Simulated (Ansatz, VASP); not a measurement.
## Zn in VASP and in Ansatz

File POSCAR:

```
Zn
1.0
    0.0000000000      1.9647760000      1.9647760000
    1.9647760000      0.0000000000      1.9647760000
    1.9647760000      1.9647760000      0.0000000000
Zn
1
Direct
    0.0000000000      0.0000000000      0.0000000000
```

Contents of INCAR.step1:

```
ALGO = Normal ; EDIFF = 1E-5
EDIFFG = -0.005 ; ENCUT = 500
GGA = PE ; GGA_COMPAT = False
IBRION = 2 ; ISIF = 3
ISMEAR = -1 ; LASPH = True
LCHARG = False ; LREAL = False
LWAVE = True ; NBANDS = 12
NELM = 120 ; NELMIN = 4
NSW = 100 ; PREC = Accurate
SIGMA = 0.05
```

INCAR.step2

```
ALGO = Normal ; EDIFF = 1E-7
EDIFFG = -0.01 ; ENCUT = 500
GGA = PE ; GGA_COMPAT = False
HFSCREEN = 0.2079 ; IBRION = 2
ISIF = 3 ; ISMEAR = -1
ISTART = 1 ; LASPH = True
LCHARG = False ; LHFCALC = True
LREAL = False ; LWAVE = False
NELM = 120 ; NELMIN = 4
NSW = 60 ; PREC = Accurate
PRECFOCK = Normal ; SIGMA = 0.05
```

The input KPOINTS:

```
k-points
0
Gamma
  6 6 6
```

Contents of input:

```
crystal:
  lattice:
    - [0.0, 1.964776, 1.964776]
    - [1.964776, 0.0, 1.964776]
    - [1.964776, 1.964776, 0.0]
  atoms:
    - { symbol: Zn, position: [0.0, 0.0, 0.0] }
hamiltonian:
  xc: hse06
  pseudopotentials: { kind: paw }
kpoints:
  mp_grid: { grid: [6, 6, 6] }
scf:
  occupations: { method: fermi_dirac, width: 0.05 }
output:
  forces: true
  stress: true
  eigenvalues: true
relax:
  f_tol: 0.01
  max_steps: 40
  cell: { stress_tol: 0.05 }
```

Alike in both runs: task relaxation of cell and atoms; functional HSE06; k mesh 6 × 6 × 6; occupations fermi-dirac, width 0.05 eV; no spin polarisation.

|  | VASP | Ansatz |
| --- | --- | --- |
| version | VASP 6.6.1 | Ansatz 0.2.0 |
| potentials or method | VASP PAW PBE potentials, release 64 (Zn) | Ansatz PAW |
| plane-wave cutoff (eV) | 500 | 420 |
| valence electrons in the cell | 12 | 12 |

|  | VASP | Ansatz | Ansatz less VASP |
| --- | --- | --- | --- |
| gap on the k mesh at the Fermi level, each at its own relaxed structure (eV) | none | none | - |
| relaxed volume (Å³/atom) | 15.09 | 15.07 | -0.023 |
| relaxed length of the cell vector where the two differ most in proportion (Å) | 2.774 | 2.773 | -0.0014 |

A gap of «none» marks a metal or a gap that the smearing closes.

The k mesh is coarse, so the values compare programs but aren't converged. Noted on Ansatz's run: the plane-wave basis is chosen anew once the cell has moved, so the energies of steps on either side of that aren't comparable.
